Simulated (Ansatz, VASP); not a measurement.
One calculation of Al, two programs

The input INCAR:

```
SYSTEM = Al
ALGO     = Fast           ! electronic algorithm
EDIFF    = 1E-6           ! SCF threshold, eV
ENCUT    = 520            ! plane-wave cutoff, eV
GGA      = PS             ! functional
ISIF     = 2              ! what is computed and relaxed
ISMEAR   = 0              ! smearing method
LASPH    = .TRUE.         ! aspherical terms in the spheres
LCHARG   = .TRUE.         ! write CHGCAR
LELF     = .TRUE.         ! ELF
LREAL    = .FALSE.        ! projectors in reciprocal space
LVHAR    = .TRUE.       
LWAVE    = .FALSE.        ! write WAVECAR
NBANDS   = 8              ! bands
NELM     = 60             ! most SCF steps
PREC     = Accurate       ! precision mode
SIGMA    = 0.15           ! smearing width, eV
```

Contents of KPOINTS:

```
k-points
0
G
  20 20 20
  0 0 0
```

POSCAR

```
Al
1.0
   -1.5673504096      1.5673504096      1.6150869704
    1.5673504096     -1.5673504096      1.6150869704
    1.5673504096      1.5673504096     -1.6150869704
Al
1
Direct
    0.0000000000      0.0000000000      0.0000000000
```

Input for Ansatz:

```yaml
crystal:
  lattice:
    - [-1.5673504096, 1.5673504096, 1.6150869704]
    - [1.5673504096, -1.5673504096, 1.6150869704]
    - [1.5673504096, 1.5673504096, -1.6150869704]
  atoms:
    - { symbol: Al, position: [0.0, 0.0, 0.0] }
basis:
  ecutwfc: 420
kpoints:
  mp_grid: { grid: [20, 20, 20] }
hamiltonian:
  xc: pbesol
scf:
  occupations: { method: gaussian, width: 0.15 }
output:
  forces: true
  stress: true
  eigenvalues: true
```

Change from the starting cell: strain -0.015 along x and y, +0.015 along z, atoms carried along.

Alike in both runs: task single point; functional PBEsol; k mesh 20 × 20 × 20; occupations gaussian, width 0.15 eV; no spin polarisation.

|  | VASP | Ansatz |
| --- | --- | --- |
| version | VASP 6.6.1 | Ansatz 0.2.0 |
| potentials or method | VASP PAW PBE potentials, release 64 (Al), cutoff 520 eV | scalar-relativistic, plane waves, PAW |
| valence electrons in the cell | 3 | 3 |

Ansatz gave:

- gap on the k mesh at the Fermi level (eV): none
- pressure (GPa): 3.5
- traceless stress, the component that is largest in VASP (GPa): 0.92

Question: What did VASP give for the same quantities?

Answer: gap on the k mesh at the Fermi level (eV): none; pressure (GPa): 3.5; traceless stress, the component that is largest in VASP (GPa): 0.93.

VASP's potentials were made for PBE, not for PBEsol. A gap of «none» marks a metal or a gap that the smearing closes. With one functional, cell and mesh, what is left measures potentials, basis and numerics.
